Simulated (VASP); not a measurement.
A run of VASP 6.6.1:

The input POSCAR:

```
BN
1.0
    2.5433243829      0.0000000000      0.0000000000
   -1.2716621915      2.2025835257      0.0000000000
    0.0000000000      0.0000000000      4.2068547497
B N
2 2
Direct
    0.3333333333      0.6666666667     -0.0285167039
    0.6666666667      0.3333333333      0.4714832961
    0.3333333333      0.6666666667      0.4025167039
    0.6666666667      0.3333333333      0.9025167039
```

File INCAR.step1:

```
PREC     = Accurate       # precision mode
ENCUT    = 1460           # plane-wave cutoff, eV
ISMEAR   = 0              # smearing method
SIGMA    = 0.01           # smearing width, eV
LREAL    = F              # projectors in reciprocal space
LASPH    = T              # aspherical terms in the spheres
NELM     = 120            # most SCF steps
NBANDS   = 16             # bands
GGA      = PE             # functional
ALGO     = Normal         # electronic algorithm
EDIFF    = 1E-5           # SCF threshold, eV
LWAVE    = T              # write WAVECAR
LCHARG   = F              # write CHGCAR
GGA_COMPAT= F
```

Contents of INCAR.step2:

```
PREC     = Accurate       # precision mode
ENCUT    = 1460           # plane-wave cutoff, eV
EDIFF    = 1E-6           # SCF threshold, eV
ISMEAR   = 0              # smearing method
SIGMA    = 0.01           # smearing width, eV
LREAL    = F              # projectors in reciprocal space
LASPH    = T              # aspherical terms in the spheres
NELM     = 120            # most SCF steps
ALGO     = Normal         # electronic algorithm
ISIF     = 2              # what is computed and relaxed
LWAVE    = F              # write WAVECAR
LCHARG   = F              # write CHGCAR
METAGGA  = R2SCAN         # meta-GGA
LMIXTAU  = T            
NBANDS   = 16             # bands
ISTART   = 1            
GGA_COMPAT= F
```

The input KPOINTS:

```
Automatic mesh
0
Gamma
  12 12 6
```

Potentials or basis: VASP PAW PBE potentials, release 64 (B_h, N_h).

Launch:

```bash
$ cat potpaw_PBE.64/B_h/POTCAR potpaw_PBE.64/N_h/POTCAR > POTCAR
$ cp INCAR.step1 INCAR
$ mpirun -np 1 vasp_std > vasp.out
$ cp INCAR.step2 INCAR
$ mpirun -np 1 vasp_std > vasp.out
```

Hardware: 1 thread of Intel(R) Xeon(R) 6975P-C (Granite Rapids), with other jobs on the host.

Estimate the wall time of this run.

Run time: 2.6 min on 1 thread of Intel(R) Xeon(R) 6975P-C (Granite Rapids), on a shared host, peak memory 0.3 GiB. Counts: k points 76.
